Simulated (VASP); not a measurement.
W, 1 atom in the cell. Symmetry: Pm-3m, No. 221, cubic system. The conventional cell has a = 2.378 Å, b = 2.378 Å, c = 2.378 Å, α = 90.00°, β = 90.00°, γ = 90.00°. W (site symmetry m-3m) has 6 W at 2.38 Å within 3.1 Å. 

```yaml
Program: VASP 6.6.1
Task: single point
Functional: RPBE
Dispersion: D3(BJ)
Potentials_or_basis: VASP PAW PBE potentials, release 64 (W_sv)
Cutoff: 500 eV
k_mesh: 9 × 9 × 9
Occupations: fermi-dirac, width 0.1 eV
Spin: no spin polarisation
Dipole_correction: no
Further_INCAR_settings: ALGO = Normal; EDIFF = 1e-06; NBANDS = 13
```

Potentials or basis: VASP PAW PBE potentials, release 64 (W_sv).

Command:

```bash
$ cat potpaw_PBE.64/W_sv/POTCAR > POTCAR
$ mpirun -np 1 vasp_std > vasp.out
```

Hardware: 1 thread of Intel(R) Xeon(R) 6975P-C (Granite Rapids) (shared host).

Question: Estimate the wall time of this run.

Answer: It took 2.3 s on 1 thread of Intel(R) Xeon(R) 6975P-C (Granite Rapids), with other jobs on the host, peak memory 0.12 GiB. Counts: scf iterations 11, k points 35.
